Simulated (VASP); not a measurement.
Here is a VASP 6.6.1 calculation.

Contents of INCAR:

```
SYSTEM = NaCaCr3
PREC     = Accurate       ! precision mode
ENCUT    = 970            ! plane-wave cutoff, eV
EDIFF    = 1E-6           ! SCF threshold, eV
ISMEAR   = 0              ! smearing method
SIGMA    = 0.1            ! smearing width, eV
LREAL    = .False.        ! projectors in reciprocal space
LASPH    = .True.         ! aspherical terms in the spheres
NELM     = 200            ! most SCF steps
ALGO     = Normal         ! electronic algorithm
ISIF     = 2              ! what is computed and relaxed
LWAVE    = .False.        ! write WAVECAR
LCHARG   = .False.        ! write CHGCAR
ISPIN    = 2              ! spin polarisation
MAGMOM   = 0 0 3 3 3      ! initial moments
LORBIT   = 11             ! projections on sites
LMAXMIX  = 4              ! l up to which the mixer works
GGA      = PE             ! functional
NBANDS   = 42             ! bands
GGA_COMPAT= .False.
```

The input KPOINTS:

```
Automatic mesh
0
Gamma
  4 4 4
  0 0 0
```

Contents of POSCAR:

```
NaCaCr3
1.0
    4.3038055432      0.0000000000      0.0000000000
    0.0000000000      4.3038055432      0.0000000000
    0.0000000000      0.0000000000      4.3038055432
Na Ca Cr
1 1 3
Direct
    0.0000000000      0.0000000000      0.0000000000
    0.5000000000      0.5000000000      0.5000000000
    0.0000000000      0.5000000000      0.5000000000
    0.5000000000      0.0000000000      0.5000000000
    0.5000000000      0.5000000000      0.0000000000
```

Potentials or basis: VASP PAW PBE potentials, release 64 (Na_sv, Ca_sv, Cr_sv).

Launch:

```console
$ cat potpaw_PBE.64/Na_sv/POTCAR potpaw_PBE.64/Ca_sv/POTCAR potpaw_PBE.64/Cr_sv/POTCAR > POTCAR
$ mpirun -np 1 vasp_std > vasp.out
```

**Question.** Estimate the site moments.

**Answer.** Na -0.00; Ca +0.16; Cr +2.57 μB.

**Question.** Predict the pressure.

**Answer.** 24.3 GPa.

Caveat: the k points lie up to 0.36 Å⁻¹ apart.
